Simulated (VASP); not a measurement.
C: single point with r2SCAN

C:

```
C
1.0
     1.78340   -1.78340    0.00000
     1.78340    0.00000   -1.78340
     7.66862    6.59858    7.13360
C
12
Direct
  0.58541 0.66667 0.27087
  0.96874 0.00000 0.10420
  0.20207 0.33333 0.43753
  0.43541 0.66667 0.77087
  0.81874 0.00000 0.60420
  0.05207 0.33333 0.93753
  0.54791 0.66667 0.39587
  0.93124 0.00000 0.22920
  0.16457 0.33333 0.56253
  0.39791 0.66667 0.89587
  0.78124 0.00000 0.72920
  0.31457 0.33333 0.06253
```

| Item | Value |
| --- | --- |
| Program | VASP 6.6.1 |
| Task | single point |
| Functional | r2SCAN |
| Potentials or basis | VASP PAW PBE potentials, release 64 (C) |
| Cutoff | 520 eV |
| k mesh | 10 × 10 × 2 |
| Occupations | gaussian, width 0.05 eV |
| Spin | no spin polarisation |
| Dipole correction | no |
| Further INCAR settings | ALGO = Normal; EDIFF = 1e-06; NBANDS = 36 |

```json
{
 "Pressure": "-0.1 GPa",
 "Largest force": "5.077 eV/Å",
 "Band gap on the k mesh": "1.12 eV, indirect (least direct gap 2.90 eV)"
}
```

Forces in eV/Å, atoms in the order of the input:
```
C    0.008 -0.020  0.002
C    0.076 -0.011  0.611
C    0.005 -0.008 -0.002
C    0.290 -0.452 -0.235
C    0.037 -0.046 -0.013
C    2.830 -4.167 -0.634
C   -0.037  0.046  0.013
C   -0.290  0.452  0.235
C   -0.005  0.008  0.002
C   -0.076  0.011 -0.611
C   -0.008  0.020 -0.002
C   -2.830  4.167  0.634
```

Stress tensor (GPa, compression positive):
```
-24.01   4.81  -7.45
  4.81  16.50  15.42
 -7.45  15.42   7.15
```

Levels at points of the mesh, in eV from the valence-band top:
```csv
k point,band 21,band 22,band 23,band 24,band 25,band 26,band 27,band 28
"(0.00, 0.00, 0.00)",-1.32,-0.88,-0.71,0.00,4.84,5.42,5.55,5.68
"(0.50, 0.00, 0.00)",-4.74,-4.70,-3.75,-1.78,1.12,4.50,4.86,5.05
"(0.50, 0.50, 0.00)",-4.74,-4.70,-3.85,-3.47,4.12,4.49,4.97,5.08
"(0.00, 0.50, 0.00)",-5.03,-4.46,-3.88,-2.87,3.96,4.59,4.87,5.54
"(0.00, 0.00, 0.50)",-1.26,-0.86,-0.81,-0.77,5.19,5.28,5.66,6.08
"(0.50, 0.00, 0.50)",-4.36,-4.12,-3.88,-1.93,1.24,4.52,4.66,5.53
"(0.50, 0.50, 0.50)",-4.71,-4.38,-3.87,-3.86,4.25,4.55,4.58,5.76
"(0.00, 0.50, 0.50)",-4.73,-4.24,-3.79,-3.19,4.33,4.51,4.79,5.68
```

Wall time 12 min on 1 thread of Intel(R) Xeon(R) Platinum 8259CL CPU @ 2.50GHz (Skylake/Cascade Lake) (shared host), peak memory 0.29 GiB.

Caveat: the PAW data sets were made with another functional, which shifts forces and pressure a little. A k mesh can miss the band edges.
